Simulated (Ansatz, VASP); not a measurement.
## Two plane-wave programs on Cd

```
CELL_PARAMETERS angstrom
3.03172 0.00000 0.00000
-1.51586 2.62555 0.00000
0.00000 0.00000 17.36120
ATOMIC_POSITIONS crystal
Cd 0.00000 0.00000 0.00000
Cd 0.33333 0.66667 0.16650
Cd 0.66667 0.33333 0.33350
Cd 0.00000 0.00000 0.50000
Cd 0.66667 0.33333 0.66650
Cd 0.33333 0.66667 0.83350
```

Alike in both runs: functional PBE; k mesh 18 × 18 × 3; occupations gaussian, width 0.1 eV; no spin polarisation.

Ansatz relaxed the structure, and its values are those at the end. VASP's run is a single point on that final structure, the one shown.

```csv
,VASP,Ansatz
version,VASP 6.6.1,Ansatz 0.2.0
potentials or method,"VASP PAW PBE potentials, release 64 (Cd), cutoff 520 eV","scalar-relativistic, plane waves, PAW"
valence electrons in the cell,72,120
```

```tsv
	VASP	Ansatz	Ansatz less VASP
gap on the k mesh at the Fermi level (eV)	none	none	-
pressure (GPa)	0.3	0.0	-0.28
```

A gap of «none» marks a metal or a gap that the smearing closes. The functional is the same, so the differences come from potentials, cutoffs and numerics. VASP's potentials hold 72 valence electrons a cell and Ansatz's 120, so a difference there can come from the potentials and not from the codes.
